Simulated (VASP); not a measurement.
# HClF2 (P6/mmm) in VASP: a series of runs

The runs below take HClF2 through relaxation of cell and atoms, relaxation of shape and atoms at fixed volume, with PBE+D3(BJ).

Program: VASP 6.6.1. These are calculated values, not measurements. Logs are shortened: lines on timing, memory, paths and dates and some standing lists are left out, and cuts for length are marked.

## (1) The cell of the first run

Symmetry: P6/mmm, No. 191, hexagonal system. Conventional cell: a = 3.693 Å, b = 3.693 Å, c = 6.053 Å, α = 90.00°, β = 90.00°, γ = 120.00°. H (site symmetry 6/mmm) has 2 F at 1.13 Å within 1.5 Å. Cl (site symmetry 6/mmm) has 2 F at 1.89 Å within 2.5 Å. F (site symmetry 6mm) has 1 H at 1.13 Å within 1.5 Å.

The cell was built from a structure type or drawn by symmetry, and may not be a known phase.

## (2) Relaxation of cell and atoms, PBE+D3(BJ)

File INCAR:

```
SYSTEM = HClF2
PREC = Accurate
ENCUT = 600
EDIFF = 1E-6
ISMEAR = 0
SIGMA = 0.02
LREAL = .FALSE.
LASPH = .TRUE.
NELM = 80
ALGO = Normal
ISIF = 3
LWAVE = .FALSE.
LCHARG = .FALSE.
GGA = PE
IVDW = 12
IBRION = 2
NSW = 100
EDIFFG = -0.01
```

File KPOINTS:

```
regular mesh
0
G
  12 12 6
  0 0 0
```

File POSCAR:

```
HClF2
1.0
    3.6932262808      0.0000000000      0.0000000000
   -1.8466131404      3.1984277811      0.0000000000
    0.0000000000      0.0000000000      6.0533242042
H Cl F
1 1 2
Direct
    0.0000000000      0.0000000000      0.5000000000
    0.0000000000      0.0000000000      0.0000000000
    0.0000000000      0.0000000000      0.3128437839
    0.0000000000      0.0000000000      0.6871562161
```

Potentials or basis: VASP PAW PBE potentials, release 64 (H, Cl, F).

The run is started by

```bash
$ cat potpaw_PBE.64/H/POTCAR potpaw_PBE.64/Cl/POTCAR potpaw_PBE.64/F/POTCAR > POTCAR
$ mpirun -np 1 vasp_std > vasp.out
```

OUTCAR:

```text
SYSTEM = HClF2
   PREC = Accurate
   ENCUT = 600
   EDIFF = 1E-6
   ISMEAR = 0
   LREAL = .FALSE.
   LASPH = .TRUE.
   NELM = 80
   ISIF = 3
   GGA = PE
   IVDW = 12
   IBRION = 2
   NSW = 100
   EDIFFG = -0.01
 IVDW          = 12

 ion  position               nearest neighbor table
   1  0.000  0.000  0.500-   3 1.13   4 1.13
   2  0.000  0.000  0.000-   3 1.89   4 1.89
   3  0.000  0.000  0.313-   1 1.13   2 1.89
   4  0.000  0.000  0.687-   1 1.13   2 1.89

  LATTYP: Found a hexagonal cell.
 ALAT       =     3.6932262808
 C/A-ratio  =     1.6390342059

  Lattice vectors:

 A1 = (   3.6932262808,   0.0000000000,   0.0000000000)
 A2 = (  -1.8466131404,   3.1984277811,   0.0000000000)
 A3 = (   0.0000000000,   0.0000000000,   6.0533242042)

Analysis of symmetry for initial positions (statically):
=====================================================================
 Subroutine PRICEL returns:
 Original cell was already a primitive cell.

 Routine SETGRP: Setting up the symmetry group for a
 hexagonal supercell.

 Subroutine GETGRP returns: Found 24 space group operations
 (whereof 24 operations were pure point group operations)
 out of a pool of 24 trial point group operations.

The static configuration has the point symmetry D_6h.

Analysis of symmetry for dynamics (positions and initial velocities):
=====================================================================
 Subroutine PRICEL returns:
 Original cell was already a primitive cell.

 Routine SETGRP: Setting up the symmetry group for a
 hexagonal supercell.

 Subroutine GETGRP returns: Found 24 space group operations
 (whereof 24 operations were pure point group operations)
 out of a pool of 24 trial point group operations.

The dynamic configuration has the point symmetry D_6h.

 Subroutine INISYM returns: Found 24 space group operations
 (whereof 24 operations are pure point group operations),
 and found     1 'primitive' translations

----------------------------------------------------------------------------------------

                                     Primitive cell

  volume of cell :      71.5050

  direct lattice vectors                    reciprocal lattice vectors
     3.693226281  0.000000000  0.000000000     0.270765971  0.156326806  0.000000000
    -1.846613140  3.198427781  0.000000000     0.000000000  0.312653612  0.000000000
     0.000000000  0.000000000  6.053324204     0.000000000  0.000000000  0.165198487

  length of vectors
     3.693226281  3.693226281  6.053324204     0.312653612  0.312653612  0.165198487

  position of ions in fractional coordinates (direct lattice)
[... 81 lines left out ...]
   ENCUT  =  600.0 eV  44.10 Ry    6.64 a.u.   7.38  7.38 12.09*2*pi/ulx,y,z
   NELM   =     80;   NELMIN=  2; NELMDL= -5     # of ELM steps
   EDIFF  = 0.1E-05   stopping-criterion for ELM
   LREAL  =      F    real-space projection
   EDIFFG = -.1E-01   stopping-criterion for IOM
   NSW    =    100    number of steps for IOM
   IBRION =      2    ionic relax: 0-MD 1-quasi-New 2-CG
   NFREE  =      1    steps in history (QN), initial steepest desc. (CG)
   ISIF   =      3    stress and relaxation
   ISYM   =      2    0-nonsym 1-usesym 2-fastsym
   POTIM  = 0.5000    time-step for ionic-motion
   TEBEG  =    0.0;   TEEND  =   0.0 temperature during run
   PSTRESS=    0.0 pullay stress
   NELECT =      22.0000    total number of electrons
   NUPDOWN=      -1.0000    fix difference up-down
   EMIN   =  10.00;   EMAX   =-10.00  energy-range for DOS
   EFERMI =   0.00;   METHOD = LEGACY
   ISMEAR =     0;   SIGMA  =   0.02  broadening in eV -4-tet -1-fermi 0-gaus
   EFERMI_NEDOS =   21; number of points for ismear=-14 and -15
   IALGO  =     38    algorithm
   IMIX   =      4    mixing-type and parameters
     AMIX     =   0.40;   BMIX     =  1.00
     AMIX_MAG =   1.60;   BMIX_MAG =  1.00
  volume/ion in A,a.u.               =      17.88       120.63
  Fermi-wavevector in a.u.,A,eV,Ry     =   1.105190  2.088506 16.618766  1.221445
  Thomas-Fermi vector in A             =   2.241673
   LORBIT       =      0    0 simple, 1 ext, 2 COOP (PROOUT), +10 PAW based schemes
   GGA     = PE    functional components
   LHFCALC =     F    Hartree Fock is set to
   AEXX    =    0.0000 exact exchange contribution
   IVDW    =    12    specifies the selected vdW correction
   LEPSILON=     F    determine dielectric tensor
   LRPA    =     F    only Hartree local field effects (RPA)
 conjugate gradient relaxation of ions
 non-spin polarized calculation
 Gauss-broadening in eV      SIGMA  =   0.02
  energy-cutoff  :      600.00
  volume of cell :       71.50
 maximum number of plane-waves:      2424
 NGX is ok and might be reduce to    30
   NGX = 15   NGY = 15   NGZ = 25

--------------------------------------- Ionic step        1  -------------------------------------------

 number of electron      22.0000009 magnetization

 Free energy of the ion-electron system (eV)
  ---------------------------------------------------
  ext. energy  EPLUGINS =         0.00000000
  ---------------------------------------------------
  free energy    TOTEN  =       -11.72696102 eV

  energy without entropy =      -11.72696102  energy(sigma->0) =      -11.72696102

------------------------ aborting loop because EDIFF is reached ----------------------------------------

 Edisp (eV)   -0.19888

 E8    (eV) :    -0.0534
[... 75 lines left out ...]
--------------------------------------- Ionic step        3  -------------------------------------------

 number of electron      22.0000009 magnetization

 Free energy of the ion-electron system (eV)
  ---------------------------------------------------
  ext. energy  EPLUGINS =         0.00000000
  ---------------------------------------------------
  free energy    TOTEN  =       -11.72709780 eV

  energy without entropy =      -11.72709780  energy(sigma->0) =      -11.72709780

 E-fermi :  -2.5534     XC(G=0):  -7.1135

 val. band max:       -2.7408682921   @ k =   0.0000   0.0000   0.5000
 cond. band min:      -1.6308009043   @ k =   0.0000   0.0000   0.5000
 fundamental gap:      1.1100673877
 Fermi energy:        -2.5533805859

 k-point     1 :       0.0000    0.0000    0.0000
  band No.  band energies     occupation
      1     -26.3558      2.00000
      2     -25.1984      2.00000
      3     -17.2661      2.00000
      4      -9.6201      2.00000
      5      -9.3567      2.00000
      6      -6.3846      2.00000
      7      -6.3846      2.00000
      8      -5.5841      2.00000
      9      -5.5841      2.00000
     10      -2.8594      2.00000
     11      -2.8594      2.00000
     12       0.2980      0.00000
     13       3.6522      0.00000
     14       6.6143      0.00000
[... 401 lines left out ...]
      2     -25.2166      2.00000
      3     -17.0082      2.00000
      4     -10.8024      2.00000
      5      -7.9253      2.00000
      6      -6.8456      2.00000
      7      -6.4392      2.00000
      8      -5.9248      2.00000
      9      -5.7075      2.00000
     10      -3.7182      2.00000
     11      -3.0271      2.00000
     12       0.0322      0.00000
     13       5.6703      0.00000
     14       7.4587      0.00000
     15       8.5508      0.00000

 [... further k-points ...]

------------------------ aborting loop because EDIFF is reached ----------------------------------------

 Edisp (eV)   -0.19901

 E8    (eV) :    -0.0534
[... 27 lines left out ...]
  FREE ENERGIE OF THE ION-ELECTRON SYSTEM (eV)
  ---------------------------------------------------
  free  energy   TOTEN  =       -11.9261042900 eV

  energy  without entropy=      -11.9261042900  energy(sigma->0) =      -11.92610429

 reached required accuracy - stopping structural energy minimisation
```

OSZICAR:

```text
N       E                     dE             d eps       ncg     rms          rms(c)
DAV:   1     0.155275504438E+03    0.15528E+03   -0.12136E+04  2280   0.143E+03
DAV:   2    -0.413962104828E+01   -0.15942E+03   -0.15669E+03  3050   0.300E+02
[... 19 lines left out ...]
       N       E                     dE             d eps       ncg     rms          rms(c)
DAV:   1    -0.117270904588E+02   -0.19646E-03   -0.42282E-02  2280   0.204E+00    0.165E-01
DAV:   2    -0.117271151354E+02   -0.24677E-04   -0.67503E-04  2987   0.252E-01    0.487E-02
DAV:   3    -0.117271001740E+02    0.14961E-04   -0.22365E-05  2917   0.547E-02    0.192E-02
DAV:   4    -0.117270977341E+02    0.24399E-05   -0.67148E-06  2602   0.272E-02    0.462E-03
DAV:   5    -0.117270977954E+02   -0.61313E-07   -0.52837E-07  1441   0.678E-03
   3 F= -.11926104E+02 E0= -.11926104E+02  d E =-.262532E-03
```

CONTCAR:

```text
HClF2
   1.00000000000000
     3.6937637565628547    0.0000000000000000   -0.0000000000000000
    -1.8468818782814274    3.1988932487645521   -0.0000000000000000
     0.0000000000000000    0.0000000000000000    6.0476952723475588
  H               Cl              F
     1     1     2
Direct
     0.0000000000000000    1.0000000000000000    0.5000000000000000
     0.0000000000000000    1.0000000000000000    0.0000000000000000
     1.0000000000000000    1.0000000000000000    0.3124493777464132
     0.0000000000000000    0.0000000000000000    0.6875506222535868

  0.00000000E+00  0.00000000E+00  0.00000000E+00
  0.00000000E+00  0.00000000E+00  0.00000000E+00
  0.00000000E+00  0.00000000E+00  0.00000000E+00
  0.00000000E+00  0.00000000E+00  0.00000000E+00
```

It took 3.7 min on 1 thread of Intel Xeon 8259CL, shared host; peak memory 0.27 GiB.

What came out:

```yaml
Free_energy: -11.9261 eV
Relaxed_volume: 17.86 Å³/atom
Relaxed_cell: a = 3.694 Å, b = 3.694 Å, c = 6.048 Å, α = 90.00°, β = 90.00°, γ = 120.00°
Space_group_after_relaxing_to_0.1_Å: P6/mmm (No. 191)
Energy_gained_by_relaxing: 0.1 meV/atom
Ionic_steps: 3
Pressure_after_relaxing: 0.0 GPa
Largest_force_after_relaxing: 0.003 eV/Å
Band_gap_on_the_k_mesh: 1.11 eV
Dispersion_energy_per_atom: -0.050 eV
```

Forces on the atoms (eV/Å):
```
H    0.000  0.000  0.000
Cl   0.000  0.000  0.000
F    0.000  0.000  0.003
F    0.000  0.000 -0.003
```

Step by step:
| step | energy change (eV) | largest force (eV/Å) | pressure (GPa) | volume (Å³) |
| --- | --- | --- | --- | --- |
| 1 | 0.0000 | 0.0830 | -0.07 | 71.50 |
| 2 | -0.0001 | 0.0615 | 0.07 | 71.43 |
| 3 | -0.0003 | 0.0034 | 0.01 | 71.46 |

Final structure:
```
H Cl F
1.0
     3.69376    0.00000    0.00000
    -1.84688    3.19889    0.00000
     0.00000    0.00000    6.04770
H Cl F
1 1 2
Direct
  0.00000 0.00000 0.50000
  0.00000 0.00000 0.00000
  0.00000 0.00000 0.31245
  0.00000 0.00000 0.68755
```

A k mesh can miss the band edges.

## (3) Relaxation of shape and atoms at fixed volume, PBE+D3(BJ) (18.26 Å³/atom)

This run uses another cell than the first one, of 18.26 Å³/atom.

File INCAR:

```
SYSTEM = HClF2
PREC     = Accurate       ! precision mode
ENCUT    = 600            ! plane-wave cutoff, eV
EDIFF    = 1E-7           ! SCF threshold, eV
ISMEAR   = 0              ! smearing method
SIGMA    = 0.02           ! smearing width, eV
LREAL    = .FALSE.        ! projectors in reciprocal space
LASPH    = .TRUE.         ! aspherical terms in the spheres
NELM     = 60             ! most SCF steps
ALGO     = Normal         ! electronic algorithm
ISIF     = 4              ! what is computed and relaxed
LWAVE    = .FALSE.        ! write WAVECAR
LCHARG   = .FALSE.        ! write CHGCAR
GGA      = PE             ! functional
IVDW     = 12             ! dispersion correction
IBRION   = 2              ! ionic algorithm
NSW      = 50             ! ionic steps
EDIFFG   = -0.01          ! ionic threshold
```

KPOINTS is that of step 2.

File POSCAR:

```
HClF2
1.0
    3.7514785308      0.0000000000      0.0000000000
   -1.8757392654      3.2488757094      0.0000000000
    0.0000000000      0.0000000000      5.9925978660
H Cl F
1 1 2
Direct
    0.0000000000      0.0000000000      0.5000000000
    0.0000000000      0.0000000000      0.0000000000
    0.0000000000      0.0000000000      0.3128112326
    0.0000000000      0.0000000000      0.6871887674
```

Potentials or basis: VASP PAW PBE potentials, release 64 (H, Cl, F).

The run is started by

```bash
$ cat potpaw_PBE.64/H/POTCAR potpaw_PBE.64/Cl/POTCAR potpaw_PBE.64/F/POTCAR > POTCAR
$ mpirun -np 1 vasp_std > vasp.out
```

Run time: 7.2 min. Hardware: 1 thread of Intel Xeon 8259CL, shared host; peak memory 0.27 GiB.

The run converged. Its results:

```
Free energy                : -11.9278 eV
Energy gained by relaxing  : 1.9 meV/atom
Ionic steps                : 5
Pressure after relaxing    : -0.1 GPa
Band gap on the k mesh     : 1.16 eV
Dispersion energy per atom : -0.048 eV
```

Step by step:
```csv
step,energy change (eV),largest force (eV/Å),pressure (GPa),volume (Å³)
1,0.0000,0.1381,1.03,73.04
2,-0.0057,0.1889,-0.50,73.04
3,-0.0074,0.0897,-0.02,73.04
4,-0.0076,0.0490,-0.12,73.04
5,-0.0076,0.0002,-0.08,73.04
```

Final structure:
```
H Cl F
1.0
     3.73398    0.00000    0.00000
    -1.86699    3.23372    0.00000
     0.00000    0.00000    6.04889
H Cl F
1 1 2
Direct
  0.00000 0.00000 0.50000
  0.00000 0.00000 0.00000
  0.00000 0.00000 0.31246
  0.00000 0.00000 0.68754
```

Levels at points of the mesh, in eV from the valence-band top:
| k point | band 7 | band 8 | band 9 | band 10 | band 11 | band 12 | band 13 | band 14 | band 15 |
| --- | --- | --- | --- | --- | --- | --- | --- | --- | --- |
| (0.00, 0.00, 0.00) | -3.62 | -2.81 | -2.81 | -0.12 | -0.12 | 3.08 | 6.39 | 9.37 | 10.54 |
| (0.50, 0.00, 0.00) | -3.75 | -3.10 | -2.87 | -1.21 | -0.37 | 3.27 | 9.25 | 10.04 | 11.31 |
| (0.00, 0.00, 0.50) | -3.23 | -3.23 | -3.13 | 0.00 | 0.00 | 1.16 | 7.35 | 7.64 | 13.33 |
| (0.50, 0.00, 0.50) | -3.38 | -3.35 | -3.08 | -0.96 | -0.23 | 1.42 | 9.72 | 9.97 | 10.88 |

A k mesh can miss the band edges.

[end of part 1 of 2]
